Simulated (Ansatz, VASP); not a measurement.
# Two plane-wave programs on Co

```
CELL_PARAMETERS angstrom
2.49304 0.00000 0.00000
-1.24652 2.15904 0.00000
0.00000 0.00000 4.03693
ATOMIC_POSITIONS crystal
Co 0.33333 0.66667 0.25000
Co 0.66667 0.33333 0.75000
```

Alike in both runs: functional PBE; k mesh 20 × 20 × 11; occupations fermi-dirac, width 0.1 eV; collinear spin.

Ansatz relaxed the structure, and its values are those at the end. VASP's run is a single point on that final structure, the one shown.

|  | VASP | Ansatz |
| --- | --- | --- |
| version | VASP 6.6.1 | Ansatz 0.2.0 |
| potentials or method | VASP PAW PBE potentials, release 64 (Co) | PAW with Ansatz's default frozen-core files, scalar-relativistic |
| plane-wave cutoff (eV) | 520 | 420 |
| valence electrons in the cell | 18 | 34 |

VASP gave:

| Quantity | Value |
| --- | --- |
| pressure (GPa) | -0.7 |
| net moment per atom (μB) | 1.60 |
| size of the moment on the site where the two differ most (μB) | 1.62 |

Problem. Which values does Ansatz return?

Solution. Pressure (GPa): 0.0; net moment per atom (μB): 1.61; size of the moment on the site where the two differ most (μB): 1.68.

Site moments also hang on the region over which each program counts them. With one functional, cell and mesh, what is left measures potentials, basis and numerics. VASP's potentials hold 18 valence electrons a cell and Ansatz's 34, so a difference there can come from the potentials and not from the codes.
